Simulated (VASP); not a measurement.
Here is a VASP 6.6.1 calculation.

File INCAR:

```
SYSTEM = Mo5W
  PREC = Accurate
  ENCUT = 520
  EDIFF = 1E-6
  ISMEAR = 0
  SIGMA = 0.1
  LREAL = .False.
  LASPH = .True.
  NELM = 150
  ALGO = Normal
  ISIF = 2
  LWAVE = .False.
  LCHARG = .True.
  ISPIN = 2
  MAGMOM = 1 1 1 1 1 0
  LORBIT = 11
  LMAXMIX = 4
  GGA = PE
  LELF = .True.
  LVHAR = .True.
  NBANDS = 55
```

The input KPOINTS:

```
regular mesh
0
Gamma
  6 6 2
  0 0 0
```

POSCAR

```
Mo5W
1.0
    3.1641359000      0.0000000000      0.0000000000
    0.0000000000      3.1641359000      0.0000000000
    0.0000000000      0.0000000000      9.4951626000
Mo W
5 1
Direct
    0.0000000000      0.0000000000      0.6660800000
    0.5000000000      0.5000000000      0.8328750000
    0.5000000000      0.5000000000      0.1671250000
    0.0000000000      0.0000000000      0.3339200000
    0.5000000000      0.5000000000      0.5000000000
    0.0000000000      0.0000000000      0.0000000000
```

Potentials or basis: VASP PAW PBE potentials, release 64 (Mo_sv, W_sv).

Command:

```console
$ cat potpaw_PBE.64/Mo_sv/POTCAR potpaw_PBE.64/W_sv/POTCAR > POTCAR
$ mpirun -np 1 vasp_std > vasp.out
```

**Question.** Estimate the largest force.

**Answer.** 0.020 eV/Å.

**Question.** Estimate the pressure.

**Answer.** 0.4 GPa.

Stress tensor (GPa, compression positive):
```
0.42 0.00 0.00
0.00 0.42 0.00
0.00 0.00 0.34
```
